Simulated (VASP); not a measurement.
# NaI (Fm-3m) in VASP: a series of runs

NaI is run at these levels: PBE, r2SCAN; tasks: single point.

All numbers are computed with VASP 6.6.1; they aren't measurements. Logs are shortened: lines on timing, memory, paths and dates and some standing lists are left out, and cuts for length are marked.

## 1. The cell of the first run

Symmetry: Fm-3m, No. 225, cubic system. Conventional cell: a = 6.459 Å, b = 6.459 Å, c = 6.459 Å, α = 90.00°, β = 90.00°, γ = 90.00°. Na (site symmetry m-3m) has 6 I at 3.23 Å within 4.2 Å. I (site symmetry m-3m) has 6 Na at 3.23 Å within 4.2 Å.

## 2. Single point, PBE

Contents of INCAR:

```
PREC = Accurate
ENCUT = 520
EDIFF = 1E-6
ISMEAR = 1
SIGMA = 0.001
LREAL = False
LASPH = True
NELM = 60
ALGO = Normal
ISIF = 2
LWAVE = False
LCHARG = True
GGA = PE
LELF = True
LVHAR = True
NBANDS = 14
```

Contents of KPOINTS:

```
regular mesh
0
Gamma
  6 6 6
```

Contents of POSCAR:

```
NaI
1.0
    0.0000000000      3.2297205894      3.2297205894
    3.2297205894      0.0000000000      3.2297205894
    3.2297205894      3.2297205894      0.0000000000
Na I
1 1
Direct
    0.0000000000      0.0000000000      0.0000000000
    0.5000000000      0.5000000000      0.5000000000
```

Potentials or basis: VASP PAW PBE potentials, release 64 (Na_pv, I).

Command:

```sh
$ cat potpaw_PBE.64/Na_pv/POTCAR potpaw_PBE.64/I/POTCAR > POTCAR
$ mpirun -np 1 vasp_std > vasp.out
```

OUTCAR:

```text
PREC = Accurate
   ENCUT = 520
   EDIFF = 1E-6
   ISMEAR = 1
   LREAL = False
   LASPH = True
   NELM = 60
   ISIF = 2
   GGA = PE

 ion  position               nearest neighbor table
   1  0.000  0.000  0.000-
   2  0.500  0.500  0.500-

  LATTYP: Found a face centered cubic cell.
 ALAT       =     6.4594411788

  Lattice vectors:

 A1 = (   0.0000000000,   3.2297205894,   3.2297205894)
 A2 = (   3.2297205894,   0.0000000000,   3.2297205894)
 A3 = (   3.2297205894,   3.2297205894,   0.0000000000)

Analysis of symmetry for initial positions (statically):
=====================================================================
 Subroutine PRICEL returns:
 Original cell was already a primitive cell.

 Routine SETGRP: Setting up the symmetry group for a
 face centered cubic supercell.

 Subroutine GETGRP returns: Found 48 space group operations
 (whereof 48 operations were pure point group operations)
 out of a pool of 48 trial point group operations.

The static configuration has the point symmetry O_h .

Analysis of symmetry for dynamics (positions and initial velocities):
=====================================================================
 Subroutine PRICEL returns:
 Original cell was already a primitive cell.

 Routine SETGRP: Setting up the symmetry group for a
 face centered cubic supercell.

 Subroutine GETGRP returns: Found 48 space group operations
 (whereof 48 operations were pure point group operations)
 out of a pool of 48 trial point group operations.

The dynamic configuration has the point symmetry O_h .

 Subroutine INISYM returns: Found 48 space group operations
 (whereof 48 operations are pure point group operations),
 and found     1 'primitive' translations

----------------------------------------------------------------------------------------

                                     Primitive cell

  volume of cell :      67.3790

  direct lattice vectors                    reciprocal lattice vectors
     0.000000000  3.229720589  3.229720589    -0.154812154  0.154812154  0.154812154
     3.229720589  0.000000000  3.229720589     0.154812154 -0.154812154  0.154812154
     3.229720589  3.229720589  0.000000000     0.154812154  0.154812154 -0.154812154

  length of vectors
     4.567514660  4.567514660  4.567514660     0.268142516  0.268142516  0.268142516

  position of ions in fractional coordinates (direct lattice)
     0.000000000  0.000000000  0.000000000
     0.500000000  0.500000000  0.500000000

  ion indices of the primitive-cell ions
   primitive index   ion index
                 1           1
                 2           2

----------------------------------------------------------------------------------------

 KPOINTS: regular mesh

Automatic generation of k-mesh.
 Grid dimensions read from file:
 generate k-points for:    6    6    6

 Generating k-lattice:

  Cartesian coordinates                     Fractional coordinates (reciprocal lattice)
    -0.025802026  0.025802026  0.025802026     0.166666667  0.000000000  0.000000000
     0.025802026 -0.025802026  0.025802026     0.000000000  0.166666667  0.000000000
     0.025802026  0.025802026 -0.025802026     0.000000000  0.000000000  0.166666667

  Length of vectors
     0.044690419  0.044690419  0.044690419

  Shift w.r.t. Gamma in fractional coordinates (k-lattice)
     0.000000000  0.000000000  0.000000000

 Subroutine IBZKPT returns following result:
 ===========================================

 Found     16 irreducible k-points:

 Following reciprocal coordinates:
            Coordinates               Weight
  0.000000  0.000000  0.000000      1.000000
  0.166667  0.000000  0.000000      8.000000
  0.333333  0.000000  0.000000      8.000000
  0.500000  0.000000  0.000000      4.000000
  0.166667  0.166667  0.000000      6.000000
  0.333333  0.166667  0.000000     24.000000
[... 8 lines left out ...]
 -0.333333  0.333333  0.166667     24.000000
 -0.333333  0.500000  0.166667     12.000000
   k-points           NKPTS =     16   k-points in BZ     NKDIM =     16   number of bands    NBANDS=     14
   number of dos      NEDOS =    301   number of ions     NIONS =      2
   total plane-waves  NPLWV =  46656
   dimension x,y,z NGX =    36 NGY =   36 NGZ =   36
   dimension x,y,z NGXF=    72 NGYF=   72 NGZF=   72
   ions per type =               1   1
   NGX,Y,Z   is equivalent  to a cutoff of  13.10, 13.10, 13.10 a.u.
   NGXF,Y,Z  is equivalent  to a cutoff of  26.21, 26.21, 26.21 a.u.
 SYSTEM =  unknown system
   PREC   = accura    normal or accurate (medium, high low for compatibility)
   ISTART =      0    job   : 0-new  1-cont  2-samecut
   ICHARG =      2    charge: 1-file 2-atom 10-const
   ISPIN  =      1    spin polarized calculation?
   LNONCOLLINEAR =      F non collinear calculations
   LSORBIT =      F    spin-orbit coupling
   LASPH  =      T    aspherical Exc in radial PAW
   ENCUT  =  520.0 eV  38.22 Ry    6.18 a.u.   8.49  8.49  8.49*2*pi/ulx,y,z
   NELM   =     60;   NELMIN=  2; NELMDL= -5     # of ELM steps
   EDIFF  = 0.1E-05   stopping-criterion for ELM
   LREAL  =      F    real-space projection
   EDIFFG = 0.1E-04   stopping-criterion for IOM
   NSW    =      0    number of steps for IOM
   IBRION =     -1    ionic relax: 0-MD 1-quasi-New 2-CG
   NFREE  =      0    steps in history (QN), initial steepest desc. (CG)
   ISIF   =      2    stress and relaxation
   ISYM   =      2    0-nonsym 1-usesym 2-fastsym
   POTIM  = 0.5000    time-step for ionic-motion
   TEBEG  =    0.0;   TEEND  =   0.0 temperature during run
   PSTRESS=    0.0 pullay stress
   NELECT =      14.0000    total number of electrons
   NUPDOWN=      -1.0000    fix difference up-down
   EMIN   =  10.00;   EMAX   =-10.00  energy-range for DOS
   EFERMI =   0.00;   METHOD = LEGACY
   ISMEAR =     1;   SIGMA  =   0.00  broadening in eV -4-tet -1-fermi 0-gaus
   EFERMI_NEDOS =   21; number of points for ismear=-14 and -15
   IALGO  =     38    algorithm
   IMIX   =      4    mixing-type and parameters
     AMIX     =   0.40;   BMIX     =  1.00
     AMIX_MAG =   1.60;   BMIX_MAG =  1.00
  volume/ion in A,a.u.               =      33.69       227.35
  Fermi-wavevector in a.u.,A,eV,Ry     =   0.969637  1.832348 12.792145  0.940196
  Thomas-Fermi vector in A             =   2.099706
   LORBIT       =      0    0 simple, 1 ext, 2 COOP (PROOUT), +10 PAW based schemes
   GGA     = PE    functional components
   LHFCALC =     F    Hartree Fock is set to
   AEXX    =    0.0000 exact exchange contribution
   IVDW    =     0    specifies the selected vdW correction
   LEPSILON=     F    determine dielectric tensor
   LRPA    =     F    only Hartree local field effects (RPA)
 non-spin polarized calculation
 Methfessel and Paxton  Order N= 1 SIGMA  =   0.00
  energy-cutoff  :      520.00
  volume of cell :       67.38
 maximum number of plane-waves:      1837
 NGX is ok and might be reduce to    36
   NGX = 17   NGY = 17   NGZ = 17

 number of electron      13.9999994 magnetization

 Free energy of the ion-electron system (eV)
  ---------------------------------------------------
  ext. energy  EPLUGINS =         0.00000000
  ---------------------------------------------------
  free energy    TOTEN  =        -5.38363563 eV

  energy without entropy =       -5.38363563  energy(sigma->0) =       -5.38363563

 E-fermi :   0.8546     XC(G=0):  -7.7296

 val. band max:        0.8500785840   @ k =   0.0000   0.0000   0.0000
 cond. band min:       4.5071890617   @ k =   0.0000   0.0000   0.0000
 fundamental gap:      3.6571104777
 Fermi energy:         0.8546331582

 k-point     1 :       0.0000    0.0000    0.0000
  band No.  band energies     occupation
      1     -21.5820      2.00000
      2     -21.5820      2.00000
      3     -21.5820      2.00000
      4     -10.1834      2.00000
      5       0.8501      2.00000
      6       0.8501      2.00000
      7       0.8501      2.00000
      8       4.5072      0.00000
      9       8.7796      0.00000
     10       8.7796      0.00000
     11       8.7796      0.00000
     12      10.6080      0.00000
     13      10.6080      0.00000
     14      11.2898      0.00000

 k-point     2 :       0.1667    0.0000    0.0000
  band No.  band energies     occupation
      1     -21.5834      2.00000
      2     -21.5821      2.00000
      3     -21.5821      2.00000
      4     -10.1081      2.00000
      5       0.1095      2.00000
      6       0.7739      2.00000
      7       0.7739      2.00000
      8       5.3218      0.00000
      9       8.2998      0.00000
     10       8.9715      0.00000
     11       8.9715      0.00000
     12      10.1000      0.00000
     13      10.1000      0.00000
     14      11.6806      0.00000

 k-point     3 :       0.3333    0.0000    0.0000
  band No.  band energies     occupation
      1     -21.5861      2.00000
      2     -21.5823      2.00000
      3     -21.5823      2.00000
      4      -9.9485      2.00000
      5      -0.9294      2.00000
      6       0.6316      2.00000
      7       0.6316      2.00000
      8       5.9599      0.00000
      9       8.5557      0.00000
     10       8.5557      0.00000
     11       8.8742      0.00000
     12      11.0089      0.00000
     13      11.1434      0.00000
     14      11.1434      0.00000

 k-point     4 :       0.5000    0.0000    0.0000
  band No.  band energies     occupation
      1     -21.5875      2.00000
      2     -21.5824      2.00000
      3     -21.5824      2.00000
      4      -9.8635      2.00000
      5      -1.3522      2.00000
      6       0.5650      2.00000
      7       0.5650      2.00000
      8       5.9449      0.00000
      9       8.2995      0.00000
     10       8.2995      0.00000
     11       9.6259      0.00000
     12      11.1715      0.00000
     13      13.1330      0.00000
     14      13.1330      0.00000

 k-point     5 :       0.1667    0.1667    0.0000
  band No.  band energies     occupation
      1     -21.5832      2.00000
      2     -21.5825      2.00000
      3     -21.5825      2.00000
      4     -10.0845      2.00000
      5       0.1158      2.00000
      6       0.6356      2.00000
      7       0.6356      2.00000
      8       5.6082      0.00000
      9       7.7784      0.00000
     10       8.9009      0.00000
     11       9.4000      0.00000
[... 140 lines left out ...]
 k-point    14 :       0.5000    0.3333    0.1667
  band No.  band energies     occupation
      1     -21.5857      2.00000
      2     -21.5839      2.00000
      3     -21.5829      2.00000
      4      -9.8523      2.00000
      5      -0.8478      2.00000
      6      -0.0738      2.00000
      7       0.3361      2.00000
      8       6.7817      0.00000
      9       7.5889      0.00000
     10       7.8591      0.00000
     11       9.8844      0.00000
     12      10.9809      0.00000
     13      13.0366      0.00000
     14      13.7818      0.00000

 k-point    15 :      -0.3333    0.3333    0.1667
  band No.  band energies     occupation
      1     -21.5859      2.00000
      2     -21.5843      2.00000
      3     -21.5832      2.00000
      4      -9.7988      2.00000
      5      -0.8849      2.00000
      6      -0.3334      2.00000
      7       0.1969      2.00000
      8       6.8796      0.00000
      9       7.5025      0.00000
     10       8.7364      0.00000
     11       9.3688      0.00000
     12      11.3003      0.00000
     13      12.6404      0.00000
     14      13.8061      0.00000

 k-point    16 :      -0.3333    0.5000    0.1667
  band No.  band energies     occupation
      1     -21.5855      2.00000
      2     -21.5843      2.00000
      3     -21.5839      2.00000
      4      -9.7788      2.00000
      5      -0.8358      2.00000
      6      -0.2660      2.00000
      7      -0.0471      2.00000
      8       6.2157      0.00000
      9       7.3475      0.00000
     10       9.4338      0.00000
     11       9.4928      0.00000
     12      12.4962      0.00000
     13      13.3359      0.00000
     14      13.5130      0.00000

------------------------ aborting loop because EDIFF is reached ----------------------------------------

  FORCE on cell =-STRESS in cart. coord.  units (eV):
  Direction    XX          YY          ZZ          XY          YZ          ZX
  --------------------------------------------------------------------------------------
  -------------------------------------------------------------------------------------
  Total        0.2263362      0.2263362      0.2263362     -0.0000000      0.0000000     -0.0000000
  in kB        5.3819506      5.3819506      5.3819506     -0.0000000      0.0000000     -0.0000000
  external PRESSURE =       5.3819506 kB  Pullay stress =       0.0000000 kB

 VOLUME and BASIS-vectors are now :
 -----------------------------------------------------------------------------
  energy-cutoff  :      520.00
  volume of cell :       67.38
      direct lattice vectors                 reciprocal lattice vectors
     0.000000000  3.229720589  3.229720589    -0.154812154  0.154812154  0.154812154
     3.229720589  0.000000000  3.229720589     0.154812154 -0.154812154  0.154812154
     3.229720589  3.229720589  0.000000000     0.154812154  0.154812154 -0.154812154

 POSITION                                       TOTAL-FORCE (eV/Angst)
 -----------------------------------------------------------------------------------
      0.00000      0.00000      0.00000        -0.000000     -0.000000      0.000000
      3.22972      3.22972      3.22972         0.000000      0.000000     -0.000000
 -----------------------------------------------------------------------------------
    total drift:                                0.000000      0.000000      0.000000

  FREE ENERGIE OF THE ION-ELECTRON SYSTEM (eV)
  ---------------------------------------------------
  free  energy   TOTEN  =        -5.3836356274 eV

  energy  without entropy=       -5.3836356274  energy(sigma->0) =       -5.38363563
```

Run time: 14 s. Hardware: 1 thread of AMD EPYC 7R13 (Zen 3), shared host; peak memory 0.17 GiB.

What came out:

```
Free energy            : -5.3836 eV
Pressure               : 0.5 GPa
Band gap on the k mesh : 3.66 eV
```

Caveat: spin-orbit coupling is left out, which moves the levels of the heavy elements.

(Continued in part 2 of 2.)
